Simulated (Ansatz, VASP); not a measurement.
Two plane-wave programs on Si

```
CELL_PARAMETERS angstrom
10.86000 0.00000 0.00000
0.00000 10.86000 0.00000
0.00000 0.00000 10.86000
ATOMIC_POSITIONS crystal
Si 0.49957 0.00010 0.99914
Si 0.62374 0.12324 0.12565
Si 0.74959 0.25013 0.99984
Si 0.87478 0.37447 0.12452
Si 0.75032 0.00005 0.24982
Si 0.87492 0.12480 0.37445
Si 0.00036 0.99938 0.99991
Si 0.12627 0.12607 0.12580
Si 0.25038 0.24932 0.99923
Si 0.37361 0.37354 0.12568
Si 0.50039 0.49942 0.99986
Si 0.62488 0.62452 0.12452
Si 0.75028 0.74947 0.99925
Si 0.87514 0.87497 0.12450
Si 0.25016 0.99974 0.24987
Si 0.49974 0.24938 0.24979
Si 0.62375 0.37346 0.37604
Si 0.74945 0.49913 0.24892
Si 0.87492 0.62478 0.37419
Si 0.49949 0.00003 0.49914
Si 0.62368 0.12611 0.62317
Si 0.75038 0.24934 0.49914
Si 0.87509 0.37463 0.62419
Si 0.74941 0.99907 0.74900
Si 0.87496 0.12477 0.87424
Si 0.99974 0.49991 0.99929
Si 0.12515 0.62481 0.12457
Si 0.24947 0.75004 0.99988
Si 0.37631 0.87588 0.12561
Si 0.99961 0.24944 0.24984
Si 0.12636 0.37331 0.37324
Si 0.25031 0.50006 0.24988
Si 0.37495 0.62478 0.37452
Si 0.49962 0.74935 0.24975
Si 0.62357 0.87605 0.37309
Si 0.99942 0.00013 0.49917
Si 0.12623 0.12315 0.62320
Si 0.25044 0.24921 0.49924
Si 0.37648 0.37335 0.62314
Si 0.49959 0.50015 0.49914
Si 0.62484 0.62486 0.62424
Si 0.74949 0.75010 0.49991
Si 0.87469 0.87481 0.62421
Si 0.25020 0.00000 0.75004
Si 0.37492 0.12476 0.87456
Si 0.49965 0.24941 0.74995
Si 0.62480 0.37454 0.87483
Si 0.75008 0.49986 0.74968
Si 0.87499 0.62473 0.87438
Si 0.00047 0.75030 0.24883
Si 0.12603 0.87587 0.37615
Si 0.00032 0.49937 0.49989
Si 0.12509 0.62448 0.62427
Si 0.25027 0.74926 0.49916
Si 0.37336 0.87604 0.62319
Si 0.00047 0.25039 0.74891
Si 0.12519 0.37445 0.87450
Si 0.24939 0.49911 0.74901
Si 0.37498 0.62482 0.87425
Si 0.50058 0.75035 0.74888
Si 0.62482 0.87484 0.87446
Si 0.99978 0.74960 0.74962
Si 0.12501 0.87482 0.87488
```

Alike in both runs: functional LDA; k mesh 1 × 1 × 1; occupations gaussian, width 0.05 eV; no spin polarisation.

Ansatz relaxed the structure, and its values are those at the end. VASP's run is a single point on that final structure, the one shown.

```csv
,VASP,Ansatz
version,VASP 6.6.1,Ansatz 0.2.0
potentials or method,"VASP PAW LDA potentials, release 64 (Si), cutoff 520 eV","scalar-relativistic, plane waves, PAW"
valence electrons in the cell,252,252
```

Ansatz gave:

* rms of the force components (eV/Å): 0.003

Problem. What did VASP give for the same quantities?

Solution. rms of the force components (eV/Å): 0.004.

Ansatz warns that its potentials were made for another functional, while VASP's fit it. LDA's correlation is that of Perdew and Zunger in VASP and of Perdew and Wang (1992) in Ansatz.
